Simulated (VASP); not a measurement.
Here is a VASP 6.6.1 calculation.

The input INCAR:

```
SYSTEM = Tm3BF
PREC = Accurate
ENCUT = 600
EDIFF = 1E-6
ISMEAR = 0
SIGMA = 0.1
LREAL = .FALSE.
LASPH = .TRUE.
NELM = 200
ALGO = Normal
ISIF = 2
LWAVE = .FALSE.
LCHARG = .FALSE.
GGA = PE
NBANDS = 26
GGA_COMPAT = .FALSE.
LMAXMIX = 6
```

Contents of KPOINTS:

```
Automatic mesh
0
G
  4 4 4
  0 0 0
```

Contents of POSCAR:

```
Tm3BF
1.0
    4.9075103098      0.0000000000      0.0000000000
    0.0000000000      4.9075103098      0.0000000000
    0.0000000000      0.0000000000      5.0289791280
Tm B F
3 1 1
Direct
    0.5000000000      0.0000000000      0.3874830647
    0.5000000000      0.5000000000      0.8875035252
    0.0000000000      0.5000000000      0.3874830647
    0.5000000000      0.5000000000      0.3875984769
    0.0000000000      0.0000000000      1.3875318184
```

Potentials or basis: VASP PAW PBE potentials, release 64 (Tm_3, B, F), 4f in core.

Run with:

```bash
$ cat potpaw_PBE.64/Tm_3/POTCAR potpaw_PBE.64/B/POTCAR potpaw_PBE.64/F/POTCAR > POTCAR
$ mpirun -np 1 vasp_std > vasp.out
```

Question: Estimate the band gap on the k mesh.

Answer: Zero (an odd number of electrons rules out a gap without spin polarisation).

Question: Estimate the pressure.

Answer: 0.7 GPa.

Stress tensor (GPa, compression positive):
```
0.78 0.00 0.00
0.00 0.78 0.00
0.00 0.00 0.63
```

Caveat: spin-orbit coupling is left out, which moves the levels of the heavy elements; the 4f electrons are frozen in the core, so they carry no moment and show no levels; an odd number of electrons without spin polarisation forces a metal; a magnetic or distorted state may lie lower; the run has no spin polarisation, though such a crystal can be magnetic. With open d or f shells a metallic result of PBE can be an artefact of self-interaction; +U or a hybrid may open a gap.
